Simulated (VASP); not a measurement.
# MgCd3 (Fm-3m) in VASP: a series of runs

The runs below take MgCd3 through single point, with LDA.

All numbers are computed with VASP 6.6.1; they aren't measurements. Logs are shortened: lines on timing, memory, paths and dates and some standing lists are left out, and cuts for length are marked.

### 1 The cell of the first run

It takes space group Fm-3m (No. 225, cubic). The conventional cell has a = 7.081 Å, b = 7.081 Å, c = 7.081 Å, α = 90.00°, β = 90.00°, γ = 90.00°. Mg (site symmetry m-3m) has 14 Cd at 3.07 to 3.54 Å within 4.0 Å. Within 4.0 Å of Cd (site symmetry m-3m) lie 8 Cd at 3.07 Å and 6 Mg at 3.54 Å. Cd (site symmetry -43m) has 4 Mg at 3.07 Å and 10 Cd at 3.07 to 3.54 Å within 4.0 Å.

### 2 Single point, LDA

The input, INCAR:

```
ALGO = Normal
EDIFF = 1E-6
ENCUT = 520
GGA = CA
ISIF = 2
ISMEAR = -1
LASPH = T
LCHARG = F
LREAL = F
LWAVE = F
NBANDS = 27
NELM = 80
PREC = Accurate
SIGMA = 0.15
```

The input, KPOINTS:

```
k-points
0
Gamma
  2 2 2
```

The input, POSCAR:

```
MgCd3
1.0
    0.0000000000      3.5403250000      3.5403250000
    3.5403250000      0.0000000000      3.5403250000
    3.5403250000      3.5403250000      0.0000000000
Mg Cd
1 3
Direct
    0.5000000000      0.5000000000      0.5000000000
    0.0000000000      0.0000000000      0.0000000000
    0.2500000000      0.2500000000      0.2500000000
    0.7500000000      0.7500000000      0.7500000000
```

Potentials or basis: VASP PAW LDA potentials, release 64 (Mg, Cd).

On the command line:

```
$ cat potpaw_LDA.64/Mg/POTCAR potpaw_LDA.64/Cd/POTCAR > POTCAR
$ mpirun -np 1 vasp_std > vasp.out
```

OUTCAR:

```text
EDIFF = 1E-6
   ENCUT = 520
   GGA = CA
   ISIF = 2
   ISMEAR = -1
   LASPH = T
   LREAL = F
   NELM = 80
   PREC = Accurate

 ion  position               nearest neighbor table
   1  0.500  0.500  0.500-   3 3.07   3 3.07   3 3.07   3 3.07   4 3.07   4 3.07   4 3.07   4 3.07
                             2 3.54   2 3.54   2 3.54   2 3.54   2 3.54   2 3.54
   2  0.000  0.000  0.000-   4 3.07   4 3.07   4 3.07   3 3.07   4 3.07   3 3.07   3 3.07   3 3.07
                             1 3.54   1 3.54   1 3.54   1 3.54   1 3.54   1 3.54
   3  0.250  0.250  0.250-   2 3.07   2 3.07   2 3.07   1 3.07   2 3.07   1 3.07   1 3.07   1 3.07
                             4 3.54   4 3.54   4 3.54   4 3.54   4 3.54   4 3.54
   4  0.750  0.750  0.750-   1 3.07   1 3.07   1 3.07   1 3.07   2 3.07   2 3.07   2 3.07   2 3.07
                             3 3.54   3 3.54   3 3.54   3 3.54   3 3.54   3 3.54

  LATTYP: Found a face centered cubic cell.
 ALAT       =     7.0806500000

  Lattice vectors:

 A1 = (   0.0000000000,   3.5403250000,   3.5403250000)
 A2 = (   3.5403250000,   0.0000000000,   3.5403250000)
 A3 = (   3.5403250000,   3.5403250000,   0.0000000000)

Analysis of symmetry for initial positions (statically):
=====================================================================
 Subroutine PRICEL returns:
 Original cell was already a primitive cell.

 Routine SETGRP: Setting up the symmetry group for a
 face centered cubic supercell.

 Subroutine GETGRP returns: Found 48 space group operations
 (whereof 48 operations were pure point group operations)
 out of a pool of 48 trial point group operations.

The static configuration has the point symmetry O_h .

Analysis of symmetry for dynamics (positions and initial velocities):
=====================================================================
 Subroutine PRICEL returns:
 Original cell was already a primitive cell.

 Routine SETGRP: Setting up the symmetry group for a
 face centered cubic supercell.

 Subroutine GETGRP returns: Found 48 space group operations
 (whereof 48 operations were pure point group operations)
 out of a pool of 48 trial point group operations.

The dynamic configuration has the point symmetry O_h .

 Subroutine INISYM returns: Found 48 space group operations
 (whereof 48 operations are pure point group operations),
 and found     1 'primitive' translations

----------------------------------------------------------------------------------------

                                     Primitive cell

  volume of cell :      88.7482

  direct lattice vectors                    reciprocal lattice vectors
     0.000000000  3.540325000  3.540325000    -0.141229972  0.141229972  0.141229972
     3.540325000  0.000000000  3.540325000     0.141229972 -0.141229972  0.141229972
     3.540325000  3.540325000  0.000000000     0.141229972  0.141229972 -0.141229972

  length of vectors
     5.006775630  5.006775630  5.006775630     0.244617487  0.244617487  0.244617487

  position of ions in fractional coordinates (direct lattice)
     0.500000000  0.500000000  0.500000000
     0.000000000  0.000000000  0.000000000
     0.250000000  0.250000000  0.250000000
     0.750000000  0.750000000  0.750000000

  ion indices of the primitive-cell ions
   primitive index   ion index
                 1           1
                 2           2
                 3           3
                 4           4

----------------------------------------------------------------------------------------

 KPOINTS: k-points

Automatic generation of k-mesh.
 Grid dimensions read from file:
 generate k-points for:    2    2    2

 Generating k-lattice:

  Cartesian coordinates                     Fractional coordinates (reciprocal lattice)
    -0.070614986  0.070614986  0.070614986     0.500000000  0.000000000  0.000000000
     0.070614986 -0.070614986  0.070614986     0.000000000  0.500000000  0.000000000
     0.070614986  0.070614986 -0.070614986     0.000000000  0.000000000  0.500000000

  Length of vectors
     0.122308743  0.122308743  0.122308743

  Shift w.r.t. Gamma in fractional coordinates (k-lattice)
     0.000000000  0.000000000  0.000000000

 Subroutine IBZKPT returns following result:
 ===========================================

 Found      3 irreducible k-points:

 Following reciprocal coordinates:
            Coordinates               Weight
  0.000000  0.000000  0.000000      1.000000
  0.500000  0.000000  0.000000      4.000000
  0.500000  0.500000  0.000000      3.000000
   k-points           NKPTS =      3   k-points in BZ     NKDIM =      3   number of bands    NBANDS=     27
   number of dos      NEDOS =    301   number of ions     NIONS =      4
   total plane-waves  NPLWV =  64000
   dimension x,y,z NGX =    40 NGY =   40 NGZ =   40
   dimension x,y,z NGXF=    80 NGYF=   80 NGZF=   80
   ions per type =               1   3
   NGX,Y,Z   is equivalent  to a cutoff of  13.28, 13.28, 13.28 a.u.
   NGXF,Y,Z  is equivalent  to a cutoff of  26.56, 26.56, 26.56 a.u.
 SYSTEM =  unknown system
   PREC   = accura    normal or accurate (medium, high low for compatibility)
   ISTART =      0    job   : 0-new  1-cont  2-samecut
   ICHARG =      2    charge: 1-file 2-atom 10-const
   ISPIN  =      1    spin polarized calculation?
   LNONCOLLINEAR =      F non collinear calculations
   LSORBIT =      F    spin-orbit coupling
   LASPH  =      T    aspherical Exc in radial PAW
   ENCUT  =  520.0 eV  38.22 Ry    6.18 a.u.   9.31  9.31  9.31*2*pi/ulx,y,z
   NELM   =     80;   NELMIN=  2; NELMDL= -5     # of ELM steps
   EDIFF  = 0.1E-05   stopping-criterion for ELM
   LREAL  =      F    real-space projection
   EDIFFG = 0.1E-04   stopping-criterion for IOM
   NSW    =      0    number of steps for IOM
   IBRION =     -1    ionic relax: 0-MD 1-quasi-New 2-CG
   NFREE  =      0    steps in history (QN), initial steepest desc. (CG)
   ISIF   =      2    stress and relaxation
   ISYM   =      2    0-nonsym 1-usesym 2-fastsym
   POTIM  = 0.5000    time-step for ionic-motion
   TEBEG  =    0.0;   TEEND  =   0.0 temperature during run
   PSTRESS=    0.0 pullay stress
   NELECT =      38.0000    total number of electrons
   NUPDOWN=      -1.0000    fix difference up-down
   EMIN   =  10.00;   EMAX   =-10.00  energy-range for DOS
   EFERMI =   0.00;   METHOD = LEGACY
   ISMEAR =    -1;   SIGMA  =   0.15  broadening in eV -4-tet -1-fermi 0-gaus
   EFERMI_NEDOS =   21; number of points for ismear=-14 and -15
   IALGO  =     38    algorithm
   IMIX   =      4    mixing-type and parameters
     AMIX     =   0.40;   BMIX     =  1.00
     AMIX_MAG =   1.60;   BMIX_MAG =  1.00
  volume/ion in A,a.u.               =      22.19       149.73
  Fermi-wavevector in a.u.,A,eV,Ry     =   1.233908  2.331749 20.715275  1.522530
  Thomas-Fermi vector in A             =   2.368620
   LORBIT       =      0    0 simple, 1 ext, 2 COOP (PROOUT), +10 PAW based schemes
   GGA     = CA    functional components
   LHFCALC =     F    Hartree Fock is set to
   AEXX    =    0.0000 exact exchange contribution
   IVDW    =     0    specifies the selected vdW correction
   LEPSILON=     F    determine dielectric tensor
   LRPA    =     F    only Hartree local field effects (RPA)
 non-spin polarized calculation
  energy-cutoff  :      520.00
  volume of cell :       88.75
 maximum number of plane-waves:      2421
 NGX is ok and might be reduce to    40
   NGX = 19   NGY = 19   NGZ = 19

 number of electron      38.0000002 magnetization

 Free energy of the ion-electron system (eV)
  ---------------------------------------------------
  ext. energy  EPLUGINS =         0.00000000
  ---------------------------------------------------
  free energy    TOTEN  =        -4.58437630 eV

  energy without entropy =       -4.22896743  energy(sigma->0) =       -4.40667186

 E-fermi :   3.2240     XC(G=0): -10.6200

 val. band max:        2.3511959967   @ k =   0.5000   0.5000   0.0000
 cond. band min:       3.2591130944   @ k =   0.5000   0.0000   0.0000
 fundamental gap:      0.9079170977
 Fermi energy:         3.2239537474

 k-point     1 :       0.0000    0.0000    0.0000
  band No.  band energies     occupation
      1      -6.7641      2.00000
      2      -6.7641      2.00000
      3      -6.5443      2.00000
      4      -6.5443      2.00000
      5      -6.5443      2.00000
      6      -6.4460      2.00000
[... 19 lines left out ...]
     26       6.0774      0.00000
     27       6.0774      0.00000

 k-point     2 :       0.5000    0.0000    0.0000
  band No.  band energies     occupation
      1      -6.6306      2.00000
      2      -6.6306      2.00000
      3      -6.5745      2.00000
      4      -6.4645      2.00000
      5      -6.4645      2.00000
      6      -6.3713      2.00000
[... 19 lines left out ...]
     26       9.4811      0.00000
     27       9.6705      0.00000

 k-point     3 :       0.5000    0.5000    0.0000
  band No.  band energies     occupation
      1      -6.7965      2.00000
      2      -6.6488      2.00000
      3      -6.6377      2.00000
      4      -6.6377      2.00000
      5      -6.5121      2.00000
      6      -6.3114      2.00000
[... 19 lines left out ...]
     26      10.7853      0.00000
     27      11.1935      0.00000

------------------------ aborting loop because EDIFF is reached ----------------------------------------

  FORCE on cell =-STRESS in cart. coord.  units (eV):
  Direction    XX          YY          ZZ          XY          YZ          ZX
  --------------------------------------------------------------------------------------
  -------------------------------------------------------------------------------------
  Total       -0.6718668     -0.6718668     -0.6718668      0.0000000      0.0000000     -0.0000000
  in kB      -12.1292615    -12.1292615    -12.1292615      0.0000000      0.0000000     -0.0000000
  external PRESSURE =     -12.1292615 kB  Pullay stress =       0.0000000 kB

 VOLUME and BASIS-vectors are now :
 -----------------------------------------------------------------------------
  energy-cutoff  :      520.00
  volume of cell :       88.75
      direct lattice vectors                 reciprocal lattice vectors
     0.000000000  3.540325000  3.540325000    -0.141229972  0.141229972  0.141229972
     3.540325000  0.000000000  3.540325000     0.141229972 -0.141229972  0.141229972
     3.540325000  3.540325000  0.000000000     0.141229972  0.141229972 -0.141229972

 POSITION                                       TOTAL-FORCE (eV/Angst)
 -----------------------------------------------------------------------------------
      3.54033      3.54033      3.54033        -0.000000      0.000000      0.000000
      0.00000      0.00000      0.00000        -0.000000      0.000000      0.000000
      1.77016      1.77016      1.77016         0.000000      0.000000      0.000000
      5.31049      5.31049      5.31049        -0.000000     -0.000000     -0.000000
 -----------------------------------------------------------------------------------
    total drift:                               -0.000000     -0.000000      0.000000

  FREE ENERGIE OF THE ION-ELECTRON SYSTEM (eV)
  ---------------------------------------------------
  free  energy   TOTEN  =        -4.5843762970 eV

  energy  without entropy=       -4.2289674295  energy(sigma->0) =       -4.40667186
```

Run time: 5.3 s. Hardware: 1 thread of Intel Xeon 6975P-C (Granite Rapids), shared host; peak memory 0.19 GiB.

Results:

```
Free energy            : -4.5844 eV
Pressure               : -1.2 GPa
Band gap on the k mesh : zero (band 19 reaches 4.11 eV, above the bottom of band 20 at 1.04 eV)
```

Levels at points of the mesh, in eV from the Fermi level:
```
           k point  band 14  band 15  band 16  band 17  band 18  band 19  band 20  band 21
(0.00, 0.00, 0.00)    -9.01    -9.00    -9.00     0.27     0.89     0.89     0.89     1.20
(0.50, 0.00, 0.00)    -8.90    -8.90    -6.44    -6.31     0.04     0.04     0.15     0.49
(0.50, 0.50, 0.00)    -8.85    -8.85    -5.67    -5.45    -2.58    -2.58    -2.19    -0.87
```

Caveat: the k points lie up to 0.77 Å⁻¹ apart.

### 3 Single point, LDA

The input, INCAR:

```
  ALGO = Normal
  EDIFF = 1E-6
  ENCUT = 520
  ISIF = 2
  ISMEAR = -1
  LASPH = T
  LCHARG = F
  LREAL = F
  LWAVE = F
  NBANDS = 27
  NELM = 100
  PREC = Accurate
  SIGMA = 0.15
```

The input, KPOINTS:

```
k-points
0
Gamma
  3 3 3
```

POSCAR is that of step 2.

Potentials or basis: VASP PAW LDA potentials, release 64 (Mg, Cd).

On the command line:

```
$ cat potpaw_LDA.64/Mg/POTCAR potpaw_LDA.64/Cd/POTCAR > POTCAR
$ mpirun -np 1 vasp_std > vasp.out
```

Wall time 6.2 s (1 thread of Intel Xeon 6975P-C (Granite Rapids), shared host); peak memory 0.18 GiB.

Results (log left out):

- Free energy: -6.3079 eV
- Pressure: -4.4 GPa
- Band gap on the k mesh: zero (band 19 reaches 4.13 eV, above the bottom of band 20 at 1.32 eV)

Levels at points of the mesh, in eV from the Fermi level:
```
           k point  band 15  band 16  band 17  band 18  band 19  band 20  band 21  band 22
(0.00, 0.00, 0.00)    -8.38    -8.33     1.02     1.61     1.61     1.61     1.83     2.48
```

Caveat: the k points lie up to 0.51 Å⁻¹ apart.

(Part 1 of 2 ends here.)
